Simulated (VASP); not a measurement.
**TiSn3O8: single point with PBE**

The system is TiSn3O8.

```
Sn O Ti
1.0
     3.33853   -3.33192    0.00000
     3.33853    3.33192    0.00000
     0.00000    0.00000    6.29591
Sn O Ti
3 8 1
Cartesian
  3.3385 0.0000 1.6007
  0.0000 0.0000 0.0000
  3.3385 0.0000 4.6952
  1.2738 0.0000 1.6386
  5.4032 0.0000 1.6386
  3.3385 -1.2947 0.0000
  3.3385 1.2947 0.0000
  1.2738 0.0000 4.6573
  5.4032 0.0000 4.6573
  3.3385 -1.3523 3.1480
  3.3385 1.3523 3.1480
  0.0000 0.0000 3.1480
```

| Property | Result |
| --- | --- |
| Program | VASP 6.6.1 |
| Task | single point |
| Functional | PBE |
| Potentials or basis | VASP PAW PBE potentials, release 64 (Sn_d, O, Ti_sv) |
| Cutoff | 520 eV |
| k mesh | 6 × 6 × 4 |
| Occupations | fermi-dirac, width 0.02 eV |
| Spin | no spin polarisation |
| Dipole correction | no |
| Further INCAR settings | ALGO = Normal; EDIFF = 1e-06; NBANDS = 63 |

```
Pressure               : 7.9 GPa
Largest force          : 0.252 eV/Å
Band gap on the k mesh : 1.89 eV (least direct gap 2.13 eV)
```

Forces on the atoms (eV/Å):
```
Sn   0.000  0.000  0.005
Sn   0.000  0.000  0.000
Sn   0.000  0.000 -0.005
O   -0.049  0.000  0.141
O    0.049  0.000  0.141
O    0.000 -0.050  0.000
O    0.000  0.050  0.000
O   -0.049  0.000 -0.141
O    0.049  0.000 -0.141
O    0.000 -0.252  0.000
O    0.000  0.252  0.000
Ti   0.000  0.000  0.000
```

Stress tensor (GPa, compression positive):
```
7.27 0.00 0.00
0.00 7.48 0.00
0.00 0.00 8.96
```

Levels at points of the mesh, in eV from the valence-band top:
```csv
k point,band 48,band 49,band 50,band 51,band 52,band 53,band 54,band 55
"(0.00, 0.00, 0.00)",-1.23,-0.70,-0.70,0.00,2.13,2.35,3.18,3.30
"(0.50, 0.00, 0.00)",-1.05,-0.75,-0.65,-0.59,2.36,2.95,2.99,4.60
"(0.50, 0.50, 0.00)",-0.96,-0.85,-0.82,-0.81,1.89,2.98,3.20,3.52
"(0.00, 0.00, 0.50)",-0.68,-0.66,-0.63,-0.39,2.49,3.15,3.24,3.81
"(0.50, 0.00, 0.50)",-1.07,-0.83,-0.73,-0.72,2.66,2.79,3.05,4.46
"(0.50, 0.50, 0.50)",-0.83,-0.82,-0.80,-0.75,2.69,2.79,3.21,3.88
```

Run time: 11 min on 1 thread of Oxide Virtual Turin-like Processor (shared host), peak memory 0.38 GiB.

Caveat: the cell stands under pressure; spin-orbit coupling is left out, which moves the levels of the heavy elements. A k mesh can miss the band edges.
